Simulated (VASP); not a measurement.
Si2Se: single point with PBE

Crystal: Si2Se.

```
Si Se
1.0
     5.85715    0.00000   -0.03327
     0.00000    3.82391    0.00000
    -1.37452    0.00000    6.59635
Si Se
4 2
Direct
  0.69719 0.00000 0.35399
  0.94449 0.50000 0.40354
  0.71093 0.00000 0.69536
  0.15745 0.50000 0.73381
  0.57185 0.50000 0.87536
  0.08476 0.00000 0.93793
```

```json
{
 "Program": "VASP 6.6.1",
 "Task": "single point",
 "Functional": "PBE",
 "Potentials or basis": "VASP PAW PBE potentials, release 64 (Si, Se)",
 "Cutoff": "520 eV",
 "k mesh": "4 × 4 × 4",
 "Occupations": "gaussian, width 0.1 eV",
 "Spin": "no spin polarisation",
 "Dipole correction": "no",
 "Further INCAR settings": "ALGO = Normal; EDIFF = 1e-06; NBANDS = 23"
}
```

```
Pressure               : 0.0 GPa
Largest force          : 0.034 eV/Å
Band gap on the k mesh : 0.26 eV (least direct gap 0.86 eV)
```

Forces on the atoms (eV/Å):
```
Si   0.013  0.000 -0.004
Si  -0.010  0.000  0.008
Si  -0.031  0.000 -0.015
Si  -0.003  0.000 -0.013
Se   0.019  0.000  0.005
Se   0.012  0.000  0.019
```

Stress tensor (GPa, compression positive):
```
 0.06  0.00 -0.04
 0.00 -0.06  0.00
-0.04  0.00  0.02
```

Levels at points of the mesh, in eV from the valence-band top:
| k point | band 10 | band 11 | band 12 | band 13 | band 14 | band 15 | band 16 | band 17 | band 18 | band 19 |
| --- | --- | --- | --- | --- | --- | --- | --- | --- | --- | --- |
| (0.00, 0.00, 0.00) | -2.22 | -1.72 | -1.31 | -1.04 | -0.62 | 0.26 | 1.08 | 1.83 | 2.30 | 2.35 |
| (0.50, 0.00, 0.00) | -3.59 | -2.05 | -0.99 | -0.86 | -0.37 | 0.81 | 1.72 | 2.02 | 2.65 | 2.71 |
| (0.00, 0.50, 0.00) | -4.45 | -2.91 | -2.70 | -0.91 | -0.78 | 1.39 | 1.81 | 2.64 | 2.77 | 3.03 |
| (0.50, 0.50, 0.00) | -3.53 | -3.52 | -2.68 | -1.47 | -1.22 | 0.57 | 1.70 | 2.31 | 3.13 | 3.45 |
| (0.00, 0.00, 0.50) | -2.67 | -2.07 | -1.72 | -1.23 | -0.79 | 0.64 | 1.33 | 2.09 | 2.27 | 2.46 |
| (0.50, 0.00, 0.50) | -3.54 | -3.15 | -1.34 | -1.16 | -0.39 | 0.49 | 1.88 | 2.16 | 2.55 | 2.78 |
| (0.00, 0.50, 0.50) | -3.60 | -3.37 | -2.50 | -1.13 | -0.41 | 1.23 | 1.74 | 1.93 | 2.09 | 3.33 |
| (0.50, 0.50, 0.50) | -3.17 | -2.64 | -2.53 | -0.95 | -0.90 | 0.60 | 1.02 | 1.67 | 1.98 | 3.32 |

Wall time 2.2 min on 1 thread of Intel Xeon 8259CL (shared host), peak memory 0.27 GiB.

A k mesh can miss the band edges.
